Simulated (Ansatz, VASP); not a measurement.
BN in VASP and in Ansatz

Contents of INCAR:

```
PREC = Accurate ; ENCUT = 520
EDIFF = 1E-7 ; ISMEAR = 0
SIGMA = 0.05 ; LREAL = F
LASPH = T ; NELM = 60
ALGO = Normal ; ISIF = 2
LWAVE = F ; LCHARG = T
GGA = PS ; LELF = T
LVHAR = T ; NBANDS = 11
```

KPOINTS

```
regular mesh
0
Gamma
  12 12 12
```

The input POSCAR:

```
BN
1.0
    1.2511217832      0.7223354983      3.3729344033
   -1.2511217832      0.7223354983      3.3729344033
    0.0000000000     -1.4446709967      3.3729344033
B N
1 1
Direct
    1.0056007550      1.0056007550      1.0056007550
    0.3281856246      0.3281856246      0.3281856246
```

Input for Ansatz:

```yaml
crystal:
  lattice:
    - [1.2511217832, 0.7223354983, 3.3729344033]
    - [-1.2511217832, 0.7223354983, 3.3729344033]
    - [0.0, -1.4446709967, 3.3729344033]
  atoms:
    - { symbol: B, position: [1.005600755, 1.005600755, 1.005600755] }
    - { symbol: "N", position: [0.3281856246, 0.3281856246, 0.3281856246] }
basis:
  ecutwfc: 420
kpoints:
  mp_grid: { grid: [12, 12, 12] }
hamiltonian:
  xc: pbesol
scf:
  occupations: { method: gaussian, width: 0.05 }
output:
  forces: true
  stress: true
  eigenvalues: true
```

Change from the starting cell: mode 4 (749.1 1/cm) frozen in, largest displacement +0.060 Å.

Alike in both runs: task single point; functional PBEsol; k mesh 12 × 12 × 12; occupations gaussian, width 0.05 eV; no spin polarisation.

|  | VASP | Ansatz |
| --- | --- | --- |
| version | VASP 6.6.1 | Ansatz 0.2.0 |
| potentials or method | VASP PAW PBE potentials, release 64 (B, N), cutoff 520 eV | scalar-relativistic, plane waves, PAW |
| valence electrons in the cell | 8 | 8 |

Ansatz gave:

| Item | Value |
| --- | --- |
| gap on the k mesh at the Fermi level (eV) | 4.29 |
| least direct gap on the mesh (eV) | 4.65 |
| pressure (GPa) | -0.2 |
| traceless stress, the component that is largest in VASP (GPa) | -1.28 |
| rms of the force components (eV/Å) | 0.776 |

Q: Which values does VASP return?

A: gap on the k mesh at the Fermi level (eV): 4.28; least direct gap on the mesh (eV): 4.65; pressure (GPa): 0.1; traceless stress, the component that is largest in VASP (GPa): -1.74; rms of the force components (eV/Å): 0.777.

VASP's potentials were made for PBE, not for PBEsol. Atom by atom the forces differ by 0.001 eV/Å (rms over components). With one functional, cell and mesh, what is left measures potentials, basis and numerics.
